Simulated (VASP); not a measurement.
# SnS2 in VASP: single point with PBE+D3(BJ)

Aim: the single point of SnS2 with PBE+D3(BJ).

Everything below comes from runs of VASP 6.6.1. Logs are shortened: lines on timing, memory, paths and dates and some standing lists are left out, and cuts for length are marked.

## 1. The cell of the first run

The cell holds a slab with vacuum, 18 atoms: a = 7.339 Å, b = 6.863 Å, c = 23.012 Å, α = 90.00°, β = 90.00°, γ = 105.51°.

## 2. Single point, PBE+D3(BJ)

Input file INCAR:

```
  PREC = Accurate
  ENCUT = 520
  EDIFF = 1E-7
  ISMEAR = 0
  SIGMA = 0.05
  LREAL = Auto
  LASPH = True
  NELM = 60
  ALGO = Normal
  ISIF = 2
  LWAVE = False
  LCHARG = False
  LDIPOL = True
  IDIPOL = 3
  DIPOL = 0.5 0.5 0.502
  GGA = PE
  IVDW = 12
  NBANDS = 93
```

Input file KPOINTS:

```
regular mesh
0
Gamma
  4 4 1
```

Input file POSCAR:

```
SnS2
1.0
    7.3394829456      0.0000000000      0.0000000000
   -1.8348707364      6.6135720772      0.0000000000
    0.0000000000      0.0000000000     23.0116424123
S Sn
12 6
Direct
    0.4894853319      0.9579413277      0.3693782411
    0.9894853319      0.9579413277      0.3693782411
    0.6259742620      0.5038970480      0.3883881113
    0.1259742620      0.5038970480      0.3883881113
    0.7972151289      0.1888605155      0.4904950649
    0.2972151289      0.1888605155      0.4904950649
    0.9334924799      0.7339566597      0.5060394667
    0.4334924799      0.7339566597      0.5060394667
    0.1079532641      0.4318054136      0.6146962754
    0.6079532641      0.4318054136      0.6146962754
    0.2358840054      0.9435094865      0.6480354788
    0.7358840054      0.9435094865      0.6480354788
    0.3077297970      0.2309191878      0.3788831762
    0.8077297970      0.2309191878      0.3788831762
    0.6134964099      0.4539804756      0.5035397527
    0.1134964099      0.4539804756      0.5035397527
    0.9301042580      0.7203956290      0.6153799517
    0.4301042580      0.7203956290      0.6153799517
```

Potentials or basis: VASP PAW PBE potentials, release 64 (S, Sn_d).

The run is started by

```
> cat potpaw_PBE.64/S/POTCAR potpaw_PBE.64/Sn_d/POTCAR > POTCAR
> mpirun -np 1 vasp_std > vasp.out
```

OUTCAR:

```text
PREC = Accurate
   ENCUT = 520
   EDIFF = 1E-7
   ISMEAR = 0
   LREAL = Auto
   LASPH = True
   NELM = 60
   ISIF = 2
   GGA = PE
   IVDW = 12
 IVDW          = 12

 ion  position               nearest neighbor table
   1  0.489  0.958  0.369-  13 2.58  14 2.58
   2  0.989  0.958  0.369-  14 2.58  13 2.58
   3  0.626  0.504  0.388-  13 2.58  14 2.58  15 2.67
   4  0.126  0.504  0.388-  14 2.58  13 2.58  16 2.67
   5  0.797  0.189  0.490-  15 2.56  16 2.56  14 2.58
   6  0.297  0.189  0.490-  16 2.56  15 2.56  13 2.58
   7  0.933  0.734  0.506-  17 2.52  16 2.61  15 2.61
   8  0.433  0.734  0.506-  18 2.52  15 2.61  16 2.61
   9  0.108  0.432  0.615-  16 2.56  17 2.65  18 2.65
  10  0.608  0.432  0.615-  15 2.56  18 2.65  17 2.65
  11  0.236  0.944  0.648-  18 2.47  17 2.47
  12  0.736  0.944  0.648-  17 2.47  18 2.47
  13  0.308  0.231  0.379-   1 2.58   3 2.58   2 2.58   4 2.58   6 2.58  14 3.67  14 3.67  16 3.71
                            15 3.71
  14  0.808  0.231  0.379-   2 2.58   4 2.58   1 2.58   3 2.58   5 2.58  13 3.67  13 3.67  15 3.71
                            16 3.71
  15  0.613  0.454  0.504-   5 2.56   6 2.56  10 2.56   8 2.61   7 2.61   3 2.67  18 3.62  17 3.62
                            16 3.67  16 3.67  14 3.71  13 3.71
  16  0.113  0.454  0.504-   6 2.56   5 2.56   9 2.56   7 2.61   8 2.61   4 2.67  17 3.62  18 3.62
                            15 3.67  15 3.67  13 3.71  14 3.71
  17  0.930  0.720  0.615-  12 2.47  11 2.47   7 2.52   9 2.65  10 2.65  16 3.62  15 3.62  18 3.67
                            18 3.67
  18  0.430  0.720  0.615-  11 2.47  12 2.47   8 2.52  10 2.65   9 2.65  15 3.62  16 3.62  17 3.67
                            17 3.67

  Warning from LATTYP: Monoclinic adjustment (A1->A3, A2->A1, A3->A2)!
  LATTYP: Found a simple monoclinic cell.
 ALAT       =     6.8633873736
 B/A-ratio  =     3.3528112519
 C/A-ratio  =     1.0693674342
 COS(beta)  =    -0.2673418586

  Lattice vectors:

 A1 = (  -1.8348707364,   6.6135720772,   0.0000000000)
 A2 = (   0.0000000000,   0.0000000000,  23.0116424123)
 A3 = (   7.3394829456,   0.0000000000,   0.0000000000)

Analysis of symmetry for initial positions (statically):
=====================================================================
 Subroutine PRICEL returns following result:

  LATTYP: Found a base centered orthorhombic cell.
 ALAT       =     3.6697414728
 B/A-ratio  =     3.6043803773
 C/A-ratio  =     6.2706440175

  Lattice vectors:

 A1 = (   1.8348707364,  -6.6135720772,   0.0000000000)
 A2 = (   1.8348707364,   6.6135720772,   0.0000000000)
 A3 = (   0.0000000000,   0.0000000000,  23.0116424123)

[... 148 lines left out ...]
   EFERMI =   0.00;   METHOD = LEGACY
   ISMEAR =     0;   SIGMA  =   0.05  broadening in eV -4-tet -1-fermi 0-gaus
   EFERMI_NEDOS =   21; number of points for ismear=-14 and -15
   IALGO  =     38    algorithm
   IMIX   =      4    mixing-type and parameters
     AMIX     =   0.40;   BMIX     =  1.00
     AMIX_MAG =   1.60;   BMIX_MAG =  1.00
  volume/ion in A,a.u.               =      62.05       418.77
  Fermi-wavevector in a.u.,A,eV,Ry     =   0.849376  1.605088  9.815781  0.721440
  Thomas-Fermi vector in A             =   1.965187
   LORBIT       =      0    0 simple, 1 ext, 2 COOP (PROOUT), +10 PAW based schemes
   GGA     = PE    functional components
   LHFCALC =     F    Hartree Fock is set to
   AEXX    =    0.0000 exact exchange contribution
   IVDW    =    12    specifies the selected vdW correction
   LEPSILON=     F    determine dielectric tensor
   LRPA    =     F    only Hartree local field effects (RPA)
 non-spin polarized calculation
 Gauss-broadening in eV      SIGMA  =   0.05
  energy-cutoff  :      520.00
  volume of cell :     1116.99
 maximum number of plane-waves:     30112
 NGX is ok and might be reduce to    56
   NGX = 27   NGY = 25   NGZ = 85

 dipolmoment           0.000000      0.000000     -0.000005 electrons x Angstroem

 number of electron     155.9999972 magnetization

 dipolmoment           0.000000      0.000000      0.113408 electrons x Angstroem

 Free energy of the ion-electron system (eV)
  ---------------------------------------------------
  ext. energy  EPLUGINS =         0.00000000
  ---------------------------------------------------
  free energy    TOTEN  =       -76.65000602 eV

  energy without entropy =      -76.65000602  energy(sigma->0) =      -76.65000602

 E-fermi :  -1.7505     XC(G=0):  -4.1000

 val. band max:       -2.0641714538   @ k =   0.5000   0.2500   0.0000
 cond. band min:      -1.0771024229   @ k =   0.0000   0.2500   0.0000
 fundamental gap:      0.9870690308
 Fermi energy:        -1.7504608740

 k-point     1 :       0.0000    0.0000    0.0000
  band No.  band energies     occupation
      1     -23.3183      2.00000
      2     -23.3122      2.00000
      3     -23.2707      2.00000
      4     -23.2445      2.00000
      5     -23.2276      2.00000
      6     -23.2274      2.00000
[... 919 lines left out ...]
     89       3.4183      0.00000
     90       3.4183      0.00000
 [bands above 90 left out]

------------------------ aborting loop because EDIFF is reached ----------------------------------------

 vacuum level on the upper side and lower side of the slab       (xc-potential included)         0.167        -0.233

 Edisp (eV)   -4.33083

 E8    (eV) :    -1.8358

  FORCE on cell =-STRESS in cart. coord.  units (eV):
  Direction    XX          YY          ZZ          XY          YZ          ZX
  --------------------------------------------------------------------------------------
  -------------------------------------------------------------------------------------
  Total      -8.25535    -6.13188     0.22953    -0.00324    -0.27303    -0.00535
  in kB     -11.84123    -8.79539     0.32923    -0.00465    -0.39163    -0.00768
  external pressure =       -6.77 kB  Pullay stress =        0.00 kB

 VOLUME and BASIS-vectors are now :
 -----------------------------------------------------------------------------
  energy-cutoff  :      520.00
  volume of cell :     1116.99
      direct lattice vectors                 reciprocal lattice vectors
     7.339482946  0.000000000  0.000000000     0.136249380  0.037801055  0.000000000
    -1.834870736  6.613572077  0.000000000     0.000000000  0.151204219  0.000000000
     0.000000000  0.000000000 23.011642412     0.000000000  0.000000000  0.043456264

 POSITION                                       TOTAL-FORCE (eV/Angst)
 -----------------------------------------------------------------------------------
      1.83487      6.33541      8.50000         0.001176      1.364506     -0.498225
      5.50461      6.33541      8.50000         0.001176      1.364506     -0.498225
      3.66974      3.33256      8.93745         0.001167      0.090902     -0.424429
      0.00000      3.33256      8.93745         0.001167      0.090902     -0.424429
      5.50461      1.24904     11.28710         0.000395      0.059279      0.086174
      1.83487      1.24904     11.28710         0.000395      0.059279      0.086174
[... 10 lines left out ...]
      5.50465      4.76439     14.16090        -0.000939      0.019027     -0.009187
      1.83491      4.76439     14.16090        -0.000939      0.019027     -0.009187
 -----------------------------------------------------------------------------------
    total drift:                               -0.004843     -0.015050     -0.021968

  FREE ENERGIE OF THE ION-ELECTRON SYSTEM (eV)
  ---------------------------------------------------
  free  energy   TOTEN  =       -80.9808374932 eV

  energy  without entropy=      -80.9808374932  energy(sigma->0) =      -80.98083749

 vacuum level on the upper side and lower side of the slab         4.132         3.719
```

OSZICAR:

```text
N       E                     dE             d eps       ncg     rms          rms(c)
DAV:   1     0.147936948477E+04    0.14794E+04   -0.66290E+04  2180   0.150E+03
DAV:   2     0.145144328643E+03   -0.13342E+04   -0.12998E+04  2236   0.347E+02
DAV:   3    -0.668496580362E+02   -0.21199E+03   -0.20944E+03  2180   0.165E+02
DAV:   4    -0.800627181367E+02   -0.13213E+02   -0.13050E+02  2216   0.447E+01
[... 22 lines left out ...]
DAV:  27    -0.766500052768E+02   -0.61647E-06   -0.27525E-09  1312   0.394E-04    0.110E-04
DAV:  28    -0.766500057131E+02   -0.43630E-06   -0.70775E-09  1259   0.268E-04    0.640E-05
DAV:  29    -0.766500058719E+02   -0.15878E-06    0.25966E-09  1264   0.354E-04    0.425E-05
DAV:  30    -0.766500059844E+02   -0.11251E-06    0.24217E-09  1203   0.242E-04    0.294E-05
DAV:  31    -0.766500060190E+02   -0.34626E-07    0.45350E-09  1248   0.193E-04
   1 F= -.80980837E+02 E0= -.80980837E+02  d E =-.604386E-19
```

stdout:

```text
POSCAR found type information on POSCAR S Sn
 POSCAR found :  2 types and      18 ions
 scaLAPACK will be used
 LDA part: xc-table for (Slater+PW92), standard interpolation
 POSCAR, INCAR and KPOINTS ok, starting setup
 FFT: planning ... GRIDC
 FFT: planning ... GRID_SOFT
 FFT: planning ... GRID
 WAVECAR not read
 entering main loop
```

Wall time 63 min (1 thread of Oxide Virtual Turin-like, shared host); peak memory 1.3 GiB.

What came out:

```
Free energy                : -80.9808 eV
Largest force              : 1.727 eV/Å
Band gap on the k mesh     : 0.99 eV
Dispersion energy per atom : -0.241 eV
```

Forces in eV/Å, atoms in the order of the input:
```
S    0.001  1.365 -0.498
S    0.001  1.365 -0.498
S    0.001  0.091 -0.424
S    0.001  0.091 -0.424
S    0.000  0.059  0.086
S    0.000  0.059  0.086
S    0.003 -0.002  0.024
S    0.003 -0.002  0.024
S    0.001  0.006 -0.004
S    0.001  0.006 -0.004
S   -0.001 -0.024 -0.006
S   -0.001 -0.024 -0.006
Sn  -0.004 -1.516  0.828
Sn  -0.004 -1.516  0.828
Sn  -0.001  0.002  0.004
Sn  -0.001  0.002  0.004
Sn  -0.001  0.019 -0.009
Sn  -0.001  0.019 -0.009
```

Caveat: spin-orbit coupling is left out, which moves the levels of the heavy elements.
